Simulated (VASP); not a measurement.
Here is a VASP 6.6.1 calculation.

The input INCAR:

```
PREC     = Accurate       # precision mode
ENCUT    = 520            # plane-wave cutoff, eV
EDIFF    = 1E-7           # SCF threshold, eV
ISMEAR   = -1             # smearing method
SIGMA    = 0.05           # smearing width, eV
LREAL    = F              # projectors in reciprocal space
LASPH    = T              # aspherical terms in the spheres
NELM     = 80             # most SCF steps
ALGO     = Normal         # electronic algorithm
ISIF     = 2              # what is computed and relaxed
LWAVE    = F              # write WAVECAR
LCHARG   = F              # write CHGCAR
LDIPOL   = T            
IDIPOL   = 3            
DIPOL    = 0.5 0.5 0.500
GGA      = RP             # functional
NBANDS   = 24             # bands
```

The input KPOINTS:

```
regular mesh
0
Gamma
  9 9 1
```

POSCAR

```
Sb
1.0
    3.3690001795      0.0000000000      0.0000000000
   -1.6845000897      2.9176397408      0.0000000000
    0.0000000000      0.0000000000     28.3250000000
Sb
6
Direct
    0.6666666667      0.3333333334      0.2647837599
    0.3333333333      0.6666666666      0.3588702560
    0.6666666667      0.3333333334      0.4529567520
    0.3333333333      0.6666666666      0.5470432480
    0.6666666667      0.3333333334      0.6411297440
    0.3333333333      0.6666666666      0.7352162401
```

Potentials or basis: VASP PAW PBE potentials, release 64 (Sb).

The run is started by

```sh
$ cat potpaw_PBE.64/Sb/POTCAR > POTCAR
$ mpirun -np 1 vasp_std > vasp.out
```

Task: What does it give for the largest force?

Result: 0.320 eV/Å.

Task: Estimate the band gap on the k mesh.

Result: Zero (band 15 reaches 7.05 eV, above the bottom of band 16 at 0.91 eV).

Forces on the atoms (eV/Å):
```
Sb   0.000  0.000  0.074
Sb   0.000  0.000 -0.320
Sb   0.000  0.000 -0.053
Sb   0.000  0.000  0.053
Sb   0.000  0.000  0.320
Sb   0.000  0.000 -0.074
```

Caveat: the PAW data sets were made with another functional, which shifts forces and pressure a little; spin-orbit coupling is left out, which moves the levels of the heavy elements.
